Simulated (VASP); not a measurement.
# SnO (Pmn2_1) in VASP: a series of runs

SnO is run at these levels: PBEsol+D3(BJ); tasks: relaxation of shape and atoms at fixed volume.

Program: VASP 6.6.1. These are calculated values, not measurements. Logs are shortened: lines on timing, memory, paths and dates and some standing lists are left out, and cuts for length are marked.

**1. The cell of the first run**

The structure is orthorhombic, space group Pmn2_1 (No. 31). The conventional cell has a = 3.222 Å, b = 5.419 Å, c = 3.379 Å, α = 90.00°, β = 90.00°, γ = 90.00°. Within 2.8 Å of Sn (site symmetry m) lie 5 O at 2.11 to 2.75 Å. O (site symmetry m) has 5 Sn at 2.11 to 2.75 Å and 4 O at 2.72 Å within 2.8 Å.

**2. Relaxation of shape and atoms at fixed volume, PBEsol+D3(BJ) (volume scaled by 0.88)**

INCAR

```
SYSTEM = SnO
PREC     = Accurate       ! precision mode
ENCUT    = 600            ! plane-wave cutoff, eV
EDIFF    = 1E-6           ! SCF threshold, eV
ISMEAR   = 0              ! smearing method
SIGMA    = 0.02           ! smearing width, eV
LREAL    = .False.        ! projectors in reciprocal space
LASPH    = .True.         ! aspherical terms in the spheres
NELM     = 80             ! most SCF steps
ALGO     = Normal         ! electronic algorithm
ISIF     = 4              ! what is computed and relaxed
LWAVE    = .False.        ! write WAVECAR
LCHARG   = .False.        ! write CHGCAR
GGA      = PS             ! functional
IVDW     = 12             ! dispersion correction
IBRION   = 2              ! ionic algorithm
NSW      = 50             ! ionic steps
EDIFFG   = -0.01          ! ionic threshold
```

KPOINTS

```
Automatic mesh
0
Gamma
  8 6 8
  0 0 0
```

POSCAR

```
SnO
1.0
    3.2221214243      0.0000000000      0.0000000000
    0.0000000000      5.4189061460      0.0000000000
    0.0000000000      0.0000000000      3.3791054747
Sn O
2 2
Direct
    0.0000000000      0.2513840504      0.5604443524
    0.5000000000      0.7486159496      0.0604443524
    0.0000000000      0.8709323157      0.6895566476
    0.5000000000      0.1290676843      0.1895566476
```

Potentials or basis: VASP PAW PBE potentials, release 64 (Sn_d, O).

Run with:

```sh
> cat potpaw_PBE.64/Sn_d/POTCAR potpaw_PBE.64/O/POTCAR > POTCAR
> mpirun -np 1 vasp_std > vasp.out
```

OUTCAR:

```text
SYSTEM = SnO
   PREC = Accurate
   ENCUT = 600
   EDIFF = 1E-6
   ISMEAR = 0
   LREAL = .False.
   LASPH = .True.
   NELM = 80
   ISIF = 4
   GGA = PS
   IVDW = 12
   IBRION = 2
   NSW = 50
   EDIFFG = -0.01
 IVDW          = 12

 ion  position               nearest neighbor table
   1  0.000  0.251  0.560-   3 2.11   4 2.15   4 2.15   4 2.75   4 2.75   2 3.57   2 3.57   2 3.57
                             2 3.57   2 3.59   2 3.59   2 3.59   2 3.59
   2  0.500  0.749  0.060-   4 2.11   3 2.15   3 2.15   3 2.75   3 2.75   1 3.57   1 3.57   1 3.57
                             1 3.57   1 3.59   1 3.59   1 3.59   1 3.59
   3  0.000  0.871  0.690-   1 2.11   2 2.15   2 2.15   2 2.75   2 2.75
   4  0.500  0.129  0.190-   2 2.11   1 2.15   1 2.15   1 2.75   1 2.75

  LATTYP: Found a simple orthorhombic cell.
 ALAT       =     3.2221214243
 B/A-ratio  =     1.0487207121
 C/A-ratio  =     1.6817821033

  Lattice vectors:

 A1 = (  -3.2221214243,   0.0000000000,   0.0000000000)
 A2 = (   0.0000000000,   0.0000000000,   3.3791054747)
 A3 = (   0.0000000000,   5.4189061460,   0.0000000000)

Analysis of symmetry for initial positions (statically):
=====================================================================
 Subroutine PRICEL returns:
 Original cell was already a primitive cell.

 Routine SETGRP: Setting up the symmetry group for a
 simple orthorhombic supercell.

 Subroutine GETGRP returns: Found  4 space group operations
 (whereof  2 operations were pure point group operations)
 out of a pool of  8 trial point group operations.

The static configuration has the point symmetry C_1h.
 The point group associated with its full space group is C_2v.

Analysis of symmetry for dynamics (positions and initial velocities):
=====================================================================
 Subroutine PRICEL returns:
 Original cell was already a primitive cell.

 Routine SETGRP: Setting up the symmetry group for a
 simple orthorhombic supercell.

 Subroutine GETGRP returns: Found  4 space group operations
 (whereof  2 operations were pure point group operations)
 out of a pool of  8 trial point group operations.

The dynamic configuration has the point symmetry C_1h.
 The point group associated with its full space group is C_2v.

 Subroutine INISYM returns: Found  4 space group operations
 (whereof  2 operations are pure point group operations),
 and found     1 'primitive' translations

----------------------------------------------------------------------------------------

                                     Primitive cell

  volume of cell :      59.0004

  direct lattice vectors                    reciprocal lattice vectors
     3.222121424  0.000000000  0.000000000     0.310354536  0.000000000  0.000000000
     0.000000000  5.418906146  0.000000000     0.000000000  0.184539088  0.000000000
     0.000000000  0.000000000  3.379105475     0.000000000  0.000000000  0.295936308

  length of vectors
     3.222121424  5.418906146  3.379105475     0.310354536  0.184539088  0.295936308

  position of ions in fractional coordinates (direct lattice)
     0.000000000  0.251384050  0.560444352
     0.500000000  0.748615950  0.060444352
     0.000000000  0.870932316  0.689556648
     0.500000000  0.129067684  0.189556648

  ion indices of the primitive-cell ions
   primitive index   ion index
                 1           1
                 2           2
                 3           3
                 4           4

----------------------------------------------------------------------------------------

 KPOINTS: Automatic mesh

Automatic generation of k-mesh.
 Grid dimensions read from file:
 generate k-points for:    8    6    8

 Generating k-lattice:

  Cartesian coordinates                     Fractional coordinates (reciprocal lattice)
     0.038794317  0.000000000  0.000000000     0.125000000  0.000000000  0.000000000
     0.000000000  0.030756515  0.000000000     0.000000000  0.166666667  0.000000000
     0.000000000  0.000000000  0.036992039     0.000000000  0.000000000  0.125000000

  Length of vectors
     0.038794317  0.030756515  0.036992039

  Shift w.r.t. Gamma in fractional coordinates (k-lattice)
     0.000000000  0.000000000  0.000000000

 Subroutine IBZKPT returns following result:
 ===========================================

 Found    100 irreducible k-points:

 Following reciprocal coordinates:
            Coordinates               Weight
  0.000000  0.000000  0.000000      1.000000
  0.125000  0.000000  0.000000      2.000000
  0.250000  0.000000  0.000000      2.000000
  0.375000  0.000000  0.000000      2.000000
  0.500000  0.000000  0.000000      1.000000
  0.000000  0.166667  0.000000      2.000000
[... 16 lines left out ...]
  0.250000  0.000000  0.125000      4.000000
  0.375000  0.000000  0.125000      4.000000
 [... further k-points ...]
   k-points           NKPTS =    100   k-points in BZ     NKDIM =    100   number of bands    NBANDS=     24
   number of dos      NEDOS =    301   number of ions     NIONS =      4
   total plane-waves  NPLWV =  37632
   dimension x,y,z NGX =    28 NGY =   48 NGZ =   28
   dimension x,y,z NGXF=    56 NGYF=   96 NGZF=   56
   ions per type =               2   2
   NGX,Y,Z   is equivalent  to a cutoff of  14.45, 14.73, 13.78 a.u.
   NGXF,Y,Z  is equivalent  to a cutoff of  28.89, 29.45, 27.55 a.u.
 SYSTEM =  SnO
   PREC   = accura    normal or accurate (medium, high low for compatibility)
   ISTART =      0    job   : 0-new  1-cont  2-samecut
   ICHARG =      2    charge: 1-file 2-atom 10-const
   ISPIN  =      1    spin polarized calculation?
   LNONCOLLINEAR =      F non collinear calculations
   LSORBIT =      F    spin-orbit coupling
   LASPH  =      T    aspherical Exc in radial PAW
   ENCUT  =  600.0 eV  44.10 Ry    6.64 a.u.   6.44 10.82  6.75*2*pi/ulx,y,z
   NELM   =     80;   NELMIN=  2; NELMDL= -5     # of ELM steps
   EDIFF  = 0.1E-05   stopping-criterion for ELM
   LREAL  =      F    real-space projection
   EDIFFG = -.1E-01   stopping-criterion for IOM
   NSW    =     50    number of steps for IOM
   IBRION =      2    ionic relax: 0-MD 1-quasi-New 2-CG
   NFREE  =      1    steps in history (QN), initial steepest desc. (CG)
   ISIF   =      4    stress and relaxation
   ISYM   =      2    0-nonsym 1-usesym 2-fastsym
   POTIM  = 0.5000    time-step for ionic-motion
   TEBEG  =    0.0;   TEEND  =   0.0 temperature during run
   PSTRESS=    0.0 pullay stress
   NELECT =      40.0000    total number of electrons
   NUPDOWN=      -1.0000    fix difference up-down
   EMIN   =  10.00;   EMAX   =-10.00  energy-range for DOS
   EFERMI =   0.00;   METHOD = LEGACY
   ISMEAR =     0;   SIGMA  =   0.02  broadening in eV -4-tet -1-fermi 0-gaus
   EFERMI_NEDOS =   21; number of points for ismear=-14 and -15
   IALGO  =     38    algorithm
   IMIX   =      4    mixing-type and parameters
     AMIX     =   0.40;   BMIX     =  1.00
     AMIX_MAG =   1.60;   BMIX_MAG =  1.00
  volume/ion in A,a.u.               =      14.75        99.54
  Fermi-wavevector in a.u.,A,eV,Ry     =   1.438168  2.717744 28.141315  2.068328
  Thomas-Fermi vector in A             =   2.557165
   LORBIT       =      0    0 simple, 1 ext, 2 COOP (PROOUT), +10 PAW based schemes
   GGA     = PS    functional components
   LHFCALC =     F    Hartree Fock is set to
   AEXX    =    0.0000 exact exchange contribution
   IVDW    =    12    specifies the selected vdW correction
   LEPSILON=     F    determine dielectric tensor
   LRPA    =     F    only Hartree local field effects (RPA)
 conjugate gradient relaxation of ions
 non-spin polarized calculation
 Gauss-broadening in eV      SIGMA  =   0.02
  energy-cutoff  :      600.00
  volume of cell :       59.00
 maximum number of plane-waves:      1991
 NGX is ok and might be reduce to    28
   NGX = 13   NGY = 21   NGZ = 13

--------------------------------------- Ionic step        1  -------------------------------------------

 number of electron      40.0000000 magnetization

 Free energy of the ion-electron system (eV)
  ---------------------------------------------------
  ext. energy  EPLUGINS =         0.00000000
  ---------------------------------------------------
  free energy    TOTEN  =       -23.52050885 eV

  energy without entropy =      -23.52050885  energy(sigma->0) =      -23.52050885

------------------------ aborting loop because EDIFF is reached ----------------------------------------

 Edisp (eV)   -1.02912

 E8    (eV) :    -0.6813

  FORCE on cell =-STRESS in cart. coord.  units (eV):
  Direction    XX          YY          ZZ          XY          YZ          ZX
  --------------------------------------------------------------------------------------
  -------------------------------------------------------------------------------------
  Total       3.41046     3.55817     3.03933     0.00000     0.00000     0.00000
  in kB      92.61232    96.62320    82.53398     0.00000     0.00000     0.00000
  external pressure =       90.59 kB  Pullay stress =        0.00 kB
[... 103 lines left out ...]
  FREE ENERGIE OF THE ION-ELECTRON SYSTEM (eV)
  ---------------------------------------------------
  free  energy   TOTEN  =       -24.5682195071 eV

  energy  without entropy=      -24.5682195071  energy(sigma->0) =      -24.56821951

[... ionic steps 4 to 8 ...]

--------------------------------------- Ionic step        9  -------------------------------------------

 number of electron      40.0000009 magnetization

------------------------ aborting loop because EDIFF is reached ----------------------------------------

 Edisp (eV)   -1.02921

 E8    (eV) :    -0.6813
[... 73 lines left out ...]
  energy  without entropy=      -24.5732298192  energy(sigma->0) =      -24.57322982

--------------------------------------- Ionic step       11  -------------------------------------------

 number of electron      40.0000009 magnetization

 Free energy of the ion-electron system (eV)
  ---------------------------------------------------
  ext. energy  EPLUGINS =         0.00000000
  ---------------------------------------------------
  free energy    TOTEN  =       -23.54405754 eV

  energy without entropy =      -23.54405754  energy(sigma->0) =      -23.54405754

 E-fermi :   8.7728     XC(G=0): -11.5327

 val. band max:        8.6701285130   @ k =   0.0000   0.0000   0.0000
 cond. band min:       9.4668613814   @ k =   0.3750   0.5000   0.0000
 fundamental gap:      0.7967328684
 Fermi energy:         8.7728168508

 k-point     1 :       0.0000    0.0000    0.0000
  band No.  band energies     occupation
      1     -12.9522      2.00000
      2     -12.6540      2.00000
      3     -12.6404      2.00000
      4     -12.4797      2.00000
      5     -12.4436      2.00000
      6     -12.4153      2.00000
[... 637 lines left out ...]
     23      13.8533      0.00000
     24      14.0291      0.00000

 [... further k-points ...]

------------------------ aborting loop because EDIFF is reached ----------------------------------------

 Edisp (eV)   -1.02920

 E8    (eV) :    -0.6813

  FORCE on cell =-STRESS in cart. coord.  units (eV):
  Direction    XX          YY          ZZ          XY          YZ          ZX
  --------------------------------------------------------------------------------------
  -------------------------------------------------------------------------------------
  Total       2.19129     2.18675     2.17587     0.00000     0.00000     0.00000
  in kB      59.50522    59.38201    59.08663     0.00000     0.00000     0.00000
  external pressure =       59.32 kB  Pullay stress =        0.00 kB
[... 19 lines left out ...]
  FREE ENERGIE OF THE ION-ELECTRON SYSTEM (eV)
  ---------------------------------------------------
  free  energy   TOTEN  =       -24.5732619512 eV

  energy  without entropy=      -24.5732619512  energy(sigma->0) =      -24.57326195

 reached required accuracy - stopping structural energy minimisation
```

Wall time 6 min (1 thread of Intel Xeon 6975P-C (Granite Rapids), shared host); peak memory 0.29 GiB.

Results:

| Property | Result |
| --- | --- |
| Free energy | -24.5733 eV |
| Energy gained by relaxing | 5.9 meV/atom |
| Ionic steps | 11 |
| Pressure after relaxing | 5.9 GPa |
| Largest force after relaxing | 0.004 eV/Å |
| Band gap on the k mesh | 0.80 eV, indirect (least direct gap 1.66 eV) |
| Dispersion energy per atom | -0.257 eV |

Forces in eV/Å, atoms in the order of the input:
```
Sn   0.000  0.004  0.001
Sn   0.000 -0.004  0.001
O    0.000 -0.003 -0.001
O    0.000  0.003 -0.001
```

Step by step:
```csv
step,energy change (eV),largest force (eV/Å),pressure (GPa),volume (Å³)
1,0.0000,0.5980,9.06,59.00
2,-0.0186,0.1008,6.45,59.00
3,-0.0186,0.0904,6.51,59.00
4,-0.0202,0.0645,6.37,59.00
5,-0.0204,0.0845,6.29,59.00
6,-0.0217,0.0443,6.17,59.00
7,-0.0226,0.0475,5.97,59.00
8,-0.0232,0.0359,5.99,59.00
9,-0.0236,0.0162,5.96,59.00
10,-0.0236,0.0216,5.92,59.00
11,-0.0236,0.0043,5.93,59.00
```

Final structure:
```
CELL_PARAMETERS angstrom
3.24099 0.00000 0.00000
0.00000 5.45927 0.00000
0.00000 0.00000 3.33460
ATOMIC_POSITIONS crystal
Sn 0.00000 0.25434 0.57118
Sn 0.50000 0.74566 0.07118
O 0.00000 0.86932 0.67882
O 0.50000 0.13068 0.17882
```

Levels at points of the mesh, in eV from the valence-band top:
| k point | band 18 | band 19 | band 20 | band 21 | band 22 | band 23 |
| --- | --- | --- | --- | --- | --- | --- |
| (0.00, 0.00, 0.00) | -3.16 | -2.93 | 0.00 | 3.07 | 4.81 | 6.93 |
| (0.50, 0.00, 0.00) | -3.38 | -1.45 | -1.45 | 2.19 | 2.19 | 6.25 |
| (0.00, 0.50, 0.00) | -3.24 | -2.86 | -2.28 | 2.92 | 5.52 | 6.09 |
| (0.50, 0.50, 0.00) | -3.29 | -2.02 | -2.02 | 2.16 | 2.16 | 6.18 |
| (0.00, 0.00, 0.50) | -3.56 | -1.42 | -1.42 | 2.06 | 2.06 | 6.35 |
| (0.50, 0.00, 0.50) | -4.64 | -2.32 | -2.32 | 1.61 | 1.61 | 4.86 |
| (0.00, 0.50, 0.50) | -3.54 | -2.07 | -2.07 | 2.10 | 2.10 | 6.02 |
| (0.50, 0.50, 0.50) | -5.08 | -1.00 | -1.00 | 1.74 | 1.74 | 4.16 |

Caveat: the cell differs from its parent crystal (volume scaled by 0.88); the PAW data sets were made with another functional, which shifts forces and pressure a little; spin-orbit coupling is left out, which moves the levels of the heavy elements. A k mesh can miss the band edges.

**3. Relaxation of shape and atoms at fixed volume, PBEsol+D3(BJ) (volume scaled by 0.91)**

INCAR

```
PREC = Accurate
ENCUT = 600
EDIFF = 1E-6
ISMEAR = 0
SIGMA = 0.02
LREAL = F
LASPH = T
NELM = 100
ALGO = Normal
ISIF = 4
LWAVE = F
LCHARG = F
GGA = PS
IVDW = 12
IBRION = 2
NSW = 50
EDIFFG = -0.01
```

KPOINTS

```
Automatic mesh
0
Gamma
  8 6 8
```

POSCAR

```
SnO
1.0
    3.2389524043      0.0000000000      0.0000000000
    0.0000000000      5.4601554267      0.0000000000
    0.0000000000      0.0000000000      3.4498834912
Sn O
2 2
Direct
    0.0000000000      0.2485237687      0.5535291015
    0.5000000000      0.7514762313      0.0535291015
    0.0000000000      0.8728144324      0.6964718985
    0.5000000000      0.1271855676      0.1964718985
```

Potentials or basis: VASP PAW PBE potentials, release 64 (Sn_d, O).

Run with:

```sh
> cat potpaw_PBE.64/Sn_d/POTCAR potpaw_PBE.64/O/POTCAR > POTCAR
> mpirun -np 1 vasp_std > vasp.out
```

Run time: 5.7 min. Hardware: 1 thread of Intel Xeon 6975P-C (Granite Rapids), shared host; peak memory 0.3 GiB.

Results (log left out):

```
Free energy                : -24.6364 eV
Energy gained by relaxing  : 5.8 meV/atom
Ionic steps                : 11
Pressure after relaxing    : 3.8 GPa
Band gap on the k mesh     : 0.82 eV, indirect (least direct gap 1.60 eV)
Dispersion energy per atom : -0.248 eV
```

The path:
| step | energy change (eV) | largest force (eV/Å) | pressure (GPa) | volume (Å³) |
| --- | --- | --- | --- | --- |
| 1 | 0.0000 | 0.5831 | 6.83 | 61.01 |
| 2 | -0.0186 | 0.0839 | 4.32 | 61.01 |
| 3 | -0.0186 | 0.0853 | 4.28 | 61.01 |
| 4 | -0.0202 | 0.0644 | 4.16 | 61.01 |
| 5 | -0.0205 | 0.0851 | 4.07 | 61.01 |
| 6 | -0.0216 | 0.0349 | 3.95 | 61.01 |
| 7 | -0.0221 | 0.0402 | 3.83 | 61.01 |
| 8 | -0.0226 | 0.0326 | 3.86 | 61.01 |
| 9 | -0.0230 | 0.0172 | 3.88 | 61.01 |
| 10 | -0.0230 | 0.0131 | 3.74 | 61.01 |
| 11 | -0.0231 | 0.0018 | 3.78 | 61.01 |

Final structure:
```cif
data_structure
_symmetry_space_group_name_H-M 'P 1'
_symmetry_Int_Tables_number 1
_cell_length_a 3.2624
_cell_length_b 5.4955
_cell_length_c 3.4031
_cell_angle_alpha 90.000
_cell_angle_beta 90.000
_cell_angle_gamma 90.000
_cell_volume 61.01
loop_
_atom_site_label
_atom_site_type_symbol
_atom_site_fract_x
_atom_site_fract_y
_atom_site_fract_z
_atom_site_occupancy
Sn1 Sn 0.00000 0.25156 0.56289 1
Sn2 Sn 0.50000 0.74844 0.06289 1
O1 O 0.00000 0.87075 0.68711 1
O2 O 0.50000 0.12925 0.18711 1
```

Levels at points of the mesh, in eV from the valence-band top:
```tsv
k point	band 18	band 19	band 20	band 21	band 22	band 23
(0.00, 0.00, 0.00)	-3.05	-2.78	0.00	3.12	4.53	6.85
(0.50, 0.00, 0.00)	-3.27	-1.42	-1.42	2.27	2.27	6.15
(0.00, 0.50, 0.00)	-3.12	-2.65	-2.12	3.00	5.33	5.87
(0.50, 0.50, 0.00)	-3.17	-1.85	-1.85	2.12	2.12	6.22
(0.00, 0.00, 0.50)	-3.49	-1.40	-1.40	2.13	2.13	6.21
(0.50, 0.00, 0.50)	-4.45	-2.14	-2.14	1.72	1.72	4.83
(0.00, 0.50, 0.50)	-3.48	-1.93	-1.93	2.06	2.06	6.01
(0.50, 0.50, 0.50)	-4.86	-0.91	-0.91	1.85	1.85	4.18
```

Caveat: the cell differs from its parent crystal (volume scaled by 0.91); the PAW data sets were made with another functional, which shifts forces and pressure a little; spin-orbit coupling is left out, which moves the levels of the heavy elements.
